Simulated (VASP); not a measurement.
Input of a VASP 6.6.1 run:

File INCAR:

```
SYSTEM = CdPtF3
PREC = Accurate
ENCUT = 700
EDIFF = 1E-6
ISMEAR = 0
SIGMA = 0.1
LREAL = .FALSE.
LASPH = .TRUE.
NELM = 120
ALGO = Normal
ISIF = 2
LWAVE = .FALSE.
LCHARG = .FALSE.
GGA = PE
NBANDS = 38
GGA_COMPAT = .FALSE.
```

KPOINTS

```
regular mesh
0
G
  6 6 4
  0 0 0
```

POSCAR

```
CdPtF3
1.0
    3.7623323100      0.0000000000      0.0000000000
   -1.8811661600      3.2582753600      0.0000000000
    0.0000000000      0.0000000000      6.9807271600
Cd Pt F
1 1 3
Direct
    0.0000000000      0.0000000000      0.5000000000
    0.0000000000      0.0000000000      0.0000000000
    0.5209967500      0.0000000000      0.5000000000
    0.0000000000      0.5209967500      0.5000000000
    0.4790032500      0.4790032500      0.5000000000
```

Potentials or basis: VASP PAW PBE potentials, release 64 (Cd_sv_GW, Pt_sv_GW, F).

The run is started by

```console
$ cat potpaw_PBE.64/Cd_sv_GW/POTCAR potpaw_PBE.64/Pt_sv_GW/POTCAR potpaw_PBE.64/F/POTCAR > POTCAR
$ mpirun -np 1 vasp_std > vasp.out
```

**Question.** Estimate the band gap on the k mesh.

**Answer.** Zero (an odd number of electrons rules out a gap without spin polarisation).

**Question.** Estimate the largest force.

**Answer.** 3.022 eV/Å.

Forces on the atoms (eV/Å):
```
Cd   0.000  0.000  0.000
Pt   0.000  0.000  0.000
F   -3.022  0.000  0.000
F    1.511 -2.618  0.000
F    1.511  2.618  0.000
```

Caveat: spin-orbit coupling is left out, which moves the levels of the heavy elements; an odd number of electrons without spin polarisation forces a metal; a magnetic or distorted state may lie lower.
